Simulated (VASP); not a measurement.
# C in VASP: single point with PBE+D3(BJ)

Aim: the single point of C with PBE+D3(BJ).

Program: VASP 6.6.1. These are calculated values, not measurements. Logs are shortened: lines on timing, memory, paths and dates and some standing lists are left out, and cuts for length are marked.

### 1 The cell of the first run

The cell holds a slab with vacuum, 4 atoms: a = 2.466 Å, b = 2.466 Å, c = 17.500 Å, α = 90.00°, β = 90.00°, γ = 120.00°.

### 2 Single point, PBE+D3(BJ) (layers slid over each other)

File INCAR:

```
PREC = Accurate
ENCUT = 520
EDIFF = 1E-6
ISMEAR = 0
SIGMA = 0.1
LREAL = False
LASPH = True
NELM = 60
ALGO = Normal
ISIF = 2
LWAVE = False
LCHARG = True
LDIPOL = True
IDIPOL = 3
DIPOL = 0.5 0.5 0.345
GGA = PE
IVDW = 12
LELF = True
LVHAR = True
LVACPOTAV = True
NBANDS = 16
```

File KPOINTS:

```
regular mesh
0
Gamma
  15 15 1
```

File POSCAR:

```
C
1.0
    2.4656524415      0.0000000000      0.0000000000
   -1.2328262207      2.1353176512      0.0000000000
    0.0000000000      0.0000000000     17.5000663887
C
4
Direct
    0.6666666667      0.3333333333      0.2571437785
    0.3333333333      0.6666666667      0.2571418816
    1.0000000000      1.0000000000      0.4320021548
    0.6666666667      1.3333333333      0.4320002580
```

Potentials or basis: VASP PAW PBE potentials, release 64 (C).

Run with:

```
$ cat potpaw_PBE.64/C/POTCAR > POTCAR
$ mpirun -np 1 vasp_std > vasp.out
```

OUTCAR:

```text
PREC = Accurate
   ENCUT = 520
   EDIFF = 1E-6
   ISMEAR = 0
   LREAL = False
   LASPH = True
   NELM = 60
   ISIF = 2
   GGA = PE
   IVDW = 12
 IVDW          = 12

 ion  position               nearest neighbor table
   1  0.667  0.333  0.257-   2 1.42   2 1.42   2 1.42
   2  0.333  0.667  0.257-   1 1.42   1 1.42   1 1.42
   3  0.000  0.000  0.432-   4 1.42   4 1.42   4 1.42
   4  0.667  0.333  0.432-   3 1.42   3 1.42   3 1.42

  LATTYP: Found a hexagonal cell.
 ALAT       =     2.4656524415
 C/A-ratio  =     7.0975398212

  Lattice vectors:

 A1 = (   2.4656524415,   0.0000000000,   0.0000000000)
 A2 = (  -1.2328262207,   2.1353176512,   0.0000000000)
 A3 = (   0.0000000000,   0.0000000000,  17.5000663887)

Analysis of symmetry for initial positions (statically):
=====================================================================
 Subroutine PRICEL returns:
 Original cell was already a primitive cell.

 Routine SETGRP: Setting up the symmetry group for a
 hexagonal supercell.

 Subroutine GETGRP returns: Found 12 space group operations
 (whereof  6 operations were pure point group operations)
 out of a pool of 24 trial point group operations.

The static configuration has the point symmetry C_3v.
 The point group associated with its full space group is D_3d.

Analysis of symmetry for dynamics (positions and initial velocities):
=====================================================================
 Subroutine PRICEL returns:
 Original cell was already a primitive cell.

 Routine SETGRP: Setting up the symmetry group for a
 hexagonal supercell.

 Subroutine GETGRP returns: Found 12 space group operations
 (whereof  6 operations were pure point group operations)
 out of a pool of 24 trial point group operations.

The dynamic configuration has the point symmetry C_3v.
 The point group associated with its full space group is D_3d.

 Subroutine INISYM returns: Found 12 space group operations
 (whereof  6 operations are pure point group operations),
 and found     1 'primitive' translations

----------------------------------------------------------------------------------------

                                     Primitive cell

  volume of cell :      92.1370

  direct lattice vectors                    reciprocal lattice vectors
     2.465652442  0.000000000  0.000000000     0.405572165  0.234157199  0.000000000
    -1.232826221  2.135317651  0.000000000     0.000000000  0.468314398  0.000000000
     0.000000000  0.000000000 17.500066389     0.000000000  0.000000000  0.057142640

  length of vectors
     2.465652442  2.465652441 17.500066389     0.468314398  0.468314398  0.057142640

  position of ions in fractional coordinates (direct lattice)
     0.666666667  0.333333333  0.257143779
     0.333333333  0.666666667  0.257141882
     0.000000000  0.000000000  0.432002155
     0.666666667  0.333333333  0.432000258

  ion indices of the primitive-cell ions
   primitive index   ion index
                 1           1
                 2           2
                 3           3
                 4           4

----------------------------------------------------------------------------------------

 KPOINTS: regular mesh

Automatic generation of k-mesh.
 Grid dimensions read from file:
 generate k-points for:   15   15    1

 Generating k-lattice:

  Cartesian coordinates                     Fractional coordinates (reciprocal lattice)
     0.027038144  0.015610480  0.000000000     0.066666667 -0.000000000  0.000000000
     0.000000000  0.031220960  0.000000000     0.000000000  0.066666667  0.000000000
     0.000000000  0.000000000  0.057142640     0.000000000  0.000000000  1.000000000

  Length of vectors
     0.031220960  0.031220960  0.057142640

  Shift w.r.t. Gamma in fractional coordinates (k-lattice)
     0.000000000  0.000000000  0.000000000

 Subroutine IBZKPT returns following result:
 ===========================================

 Found     27 irreducible k-points:

 Following reciprocal coordinates:
            Coordinates               Weight
  0.000000  0.000000  0.000000      1.000000
  0.066667  0.000000  0.000000      6.000000
  0.133333  0.000000  0.000000      6.000000
  0.200000  0.000000  0.000000      6.000000
  0.266667  0.000000  0.000000      6.000000
  0.333333  0.000000  0.000000      6.000000
[... 16 lines left out ...]
  0.333333  0.200000  0.000000     12.000000
  0.400000  0.200000  0.000000      6.000000
 [... further k-points ...]
   k-points           NKPTS =     27   k-points in BZ     NKDIM =     27   number of bands    NBANDS=     16
   number of dos      NEDOS =    301   number of ions     NIONS =      4
   total plane-waves  NPLWV =  45360
   dimension x,y,z NGX =    18 NGY =   18 NGZ =  140
   dimension x,y,z NGXF=    36 NGYF=   36 NGZF=  280
   ions per type =               4
   NGX,Y,Z   is equivalent  to a cutoff of  12.14, 12.14, 13.30 a.u.
   NGXF,Y,Z  is equivalent  to a cutoff of  24.27, 24.27, 26.60 a.u.
 SYSTEM =  unknown system
   PREC   = accura    normal or accurate (medium, high low for compatibility)
   ISTART =      0    job   : 0-new  1-cont  2-samecut
   ICHARG =      2    charge: 1-file 2-atom 10-const
   ISPIN  =      1    spin polarized calculation?
   LNONCOLLINEAR =      F non collinear calculations
   LSORBIT =      F    spin-orbit coupling
   LASPH  =      T    aspherical Exc in radial PAW
   ENCUT  =  520.0 eV  38.22 Ry    6.18 a.u.   4.58  4.58 32.54*2*pi/ulx,y,z
   NELM   =     60;   NELMIN=  2; NELMDL= -5     # of ELM steps
   EDIFF  = 0.1E-05   stopping-criterion for ELM
   LREAL  =      F    real-space projection
   EDIFFG = 0.1E-04   stopping-criterion for IOM
   NSW    =      0    number of steps for IOM
   IBRION =     -1    ionic relax: 0-MD 1-quasi-New 2-CG
   NFREE  =      0    steps in history (QN), initial steepest desc. (CG)
   ISIF   =      2    stress and relaxation
   ISYM   =      2    0-nonsym 1-usesym 2-fastsym
   POTIM  = 0.5000    time-step for ionic-motion
   TEBEG  =    0.0;   TEEND  =   0.0 temperature during run
   PSTRESS=    0.0 pullay stress
   NELECT =      16.0000    total number of electrons
   NUPDOWN=      -1.0000    fix difference up-down
   EMIN   =  10.00;   EMAX   =-10.00  energy-range for DOS
   EFERMI =   0.00;   METHOD = LEGACY
   ISMEAR =     0;   SIGMA  =   0.10  broadening in eV -4-tet -1-fermi 0-gaus
   EFERMI_NEDOS =   21; number of points for ismear=-14 and -15
   IALGO  =     38    algorithm
   IMIX   =      4    mixing-type and parameters
     AMIX     =   0.40;   BMIX     =  1.00
     AMIX_MAG =   1.60;   BMIX_MAG =  1.00
  volume/ion in A,a.u.               =      23.03       155.44
  Fermi-wavevector in a.u.,A,eV,Ry     =   0.913349  1.725980 11.350070  0.834207
  Thomas-Fermi vector in A             =   2.037850
   LORBIT       =      0    0 simple, 1 ext, 2 COOP (PROOUT), +10 PAW based schemes
   GGA     = PE    functional components
   LHFCALC =     F    Hartree Fock is set to
   AEXX    =    0.0000 exact exchange contribution
   IVDW    =    12    specifies the selected vdW correction
   LEPSILON=     F    determine dielectric tensor
   LRPA    =     F    only Hartree local field effects (RPA)
 non-spin polarized calculation
 Gauss-broadening in eV      SIGMA  =   0.10
  energy-cutoff  :      520.00
  volume of cell :       92.14
 maximum number of plane-waves:      2516
   NGX =  9   NGY =  9   NGZ = 65

 dipolmoment           0.000000      0.000000      0.000019 electrons x Angstroem

 number of electron      15.9999998 magnetization

 dipolmoment           0.000000      0.000000     -0.000001 electrons x Angstroem

 Free energy of the ion-electron system (eV)
  ---------------------------------------------------
  ext. energy  EPLUGINS =         0.00000000
  ---------------------------------------------------
  free energy    TOTEN  =       -36.81504033 eV

  energy without entropy =      -36.81403733  energy(sigma->0) =      -36.81453883

 E-fermi :  -0.8804     XC(G=0):  -4.3715

 val. band max:       -0.8804119398   @ k =   0.3333   0.3333   0.0000
 cond. band min:      -0.8804081095   @ k =   0.3333   0.3333   0.0000
 fundamental gap:      0.0000038302
 Fermi energy:        -0.8804100248

 k-point     1 :       0.0000    0.0000    0.0000
  band No.  band energies     occupation
      1     -20.5243      2.00000
      2     -20.2272      2.00000
      3      -9.1855      2.00000
      4      -7.6862      2.00000
      5      -3.8946      2.00000
      6      -3.8946      2.00000
[... 8 lines left out ...]
     15       7.4386      0.00000
     16       7.4948      0.00000

 k-point     2 :       0.0667    0.0000    0.0000
  band No.  band energies     occupation
      1     -20.4183      2.00000
      2     -20.1229      2.00000
      3      -9.0578      2.00000
      4      -7.5641      2.00000
      5      -4.3251      2.00000
      6      -4.2906      2.00000
[... 8 lines left out ...]
     15       7.5576      0.00000
     16       7.8894      0.00000

 k-point     3 :       0.1333    0.0000    0.0000
  band No.  band energies     occupation
      1     -20.1011      2.00000
      2     -19.8108      2.00000
      3      -8.6768      2.00000
      4      -7.2002      2.00000
      5      -5.4657      2.00000
      6      -5.4069      2.00000
[... 8 lines left out ...]
     15       7.6205      0.00000
     16       9.0400      0.00000

 k-point     4 :       0.2000    0.0000    0.0000
  band No.  band energies     occupation
      1     -19.5749      2.00000
      2     -19.2930      2.00000
      3      -8.0484      2.00000
      4      -7.0275      2.00000
      5      -6.9410      2.00000
      6      -6.6021      2.00000
[... 8 lines left out ...]
     15       7.4797      0.00000
     16       7.7544      0.00000

 k-point     5 :       0.2667    0.0000    0.0000
  band No.  band energies     occupation
      1     -18.8441      2.00000
      2     -18.5739      2.00000
      3      -8.7738      2.00000
      4      -8.6583      2.00000
      5      -7.1846      2.00000
      6      -6.0864      2.00000
[... 8 lines left out ...]
     15       7.2447      0.00000
     16       7.9354      0.00000

 k-point     6 :       0.3333    0.0000    0.0000
  band No.  band energies     occupation
      1     -17.9162      2.00000
      2     -17.6611      2.00000
      3     -10.5516      2.00000
      4     -10.4092      2.00000
      5      -6.6580      2.00000
      6      -6.5964      2.00000
[... 8 lines left out ...]
     15       7.6071      0.00000
     16       9.1948      0.00000
[... 267 lines left out ...]
 k-point    21 :       0.2000    0.2000    0.0000
  band No.  band energies     occupation
      1     -17.7137      2.00000
      2     -17.4620      2.00000
      3      -9.8248      2.00000
      4      -9.7552      2.00000
      5      -8.3353      2.00000
      6      -8.2838      2.00000
[... 8 lines left out ...]
     15       9.6463      0.00000
     16       9.8959      0.00000

 k-point    22 :       0.2667    0.2000    0.0000
  band No.  band energies     occupation
      1     -16.7095      2.00000
      2     -16.4750      2.00000
      3     -11.1279      2.00000
      4     -11.0155      2.00000
      5      -9.1708      2.00000
      6      -9.0875      2.00000
[... 8 lines left out ...]
     15      10.2561      0.00000
     16      10.7106      0.00000

 k-point    23 :       0.3333    0.2000    0.0000
  band No.  band energies     occupation
      1     -15.5535      2.00000
      2     -15.3434      2.00000
      3     -12.5694      2.00000
      4     -12.4202      2.00000
      5      -9.6092      2.00000
      6      -9.5035      2.00000
[... 8 lines left out ...]
     15      10.8956      0.00000
     16      11.1483      0.00000

 k-point    24 :       0.4000    0.2000    0.0000
  band No.  band energies     occupation
      1     -14.5830      2.00000
      2     -14.4725      2.00000
      3     -13.5587      2.00000
      4     -13.4905      2.00000
      5      -9.7449      2.00000
      6      -9.6336      2.00000
[... 8 lines left out ...]
     15      11.1843      0.00000
     16      11.3058      0.00000

 [... further k-points ...]

------------------------ aborting loop because EDIFF is reached ----------------------------------------

 Edisp (eV)   -0.50990

 E8    (eV) :    -0.1540

  FORCE on cell =-STRESS in cart. coord.  units (eV):
  Direction    XX          YY          ZZ          XY          YZ          ZX
  --------------------------------------------------------------------------------------
  -------------------------------------------------------------------------------------
  Total       0.07583     0.07583     0.59554     0.00000     0.00000    -0.00000
  in kB       1.31856     1.31856    10.35594     0.00000     0.00000    -0.00000
  external pressure =        4.33 kB  Pullay stress =        0.00 kB

 VOLUME and BASIS-vectors are now :
 -----------------------------------------------------------------------------
  energy-cutoff  :      520.00
  volume of cell :       92.14
      direct lattice vectors                 reciprocal lattice vectors
     2.465652442  0.000000000  0.000000000     0.405572165  0.234157199  0.000000000
    -1.232826221  2.135317651  0.000000000     0.000000000  0.468314398  0.000000000
     0.000000000  0.000000000 17.500066389     0.000000000  0.000000000  0.057142640

 POSITION                                       TOTAL-FORCE (eV/Angst)
 -----------------------------------------------------------------------------------
      1.23283      0.71177      4.50003        -0.000000      0.000000     -0.078623
     -0.00000      1.42355      4.50000         0.000000      0.000000     -0.124294
      0.00000      0.00000      7.56007        -0.000000      0.000000      0.124294
      1.23283      0.71177      7.56003         0.000000      0.000000      0.078623
 -----------------------------------------------------------------------------------
    total drift:                               -0.000000     -0.000000     -0.000024

  FREE ENERGIE OF THE ION-ELECTRON SYSTEM (eV)
  ---------------------------------------------------
  free  energy   TOTEN  =       -37.3249401984 eV

  energy  without entropy=      -37.3239371947  energy(sigma->0) =      -37.32443870

 vacuum level on the upper side and lower side of the slab         3.449         3.449
```

Wall time 29 s (1 thread of AMD EPYC 9R45 (Zen 5), shared host); peak memory 0.18 GiB.

What came out:

| Property | Result |
| --- | --- |
| Free energy | -37.3249 eV |
| Largest force | 0.124 eV/Å |
| Band gap on the k mesh | zero (filled and empty bands touch) |
| Dispersion energy per atom | -0.127 eV |

Forces in eV/Å, atoms in the order of the input:
```
C    0.000  0.000 -0.079
C    0.000  0.000 -0.124
C    0.000  0.000  0.124
C    0.000  0.000  0.079
```

Levels at points of the mesh, in eV from the Fermi level:
```tsv
k point	band 5	band 6	band 7	band 8	band 9	band 10	band 11	band 12
(0.00, 0.00, 0.00)	-3.01	-3.01	-2.99	-2.99	3.52	3.94	4.87	6.52
```

Caveat: the cell differs from its parent crystal (layers slid over each other).
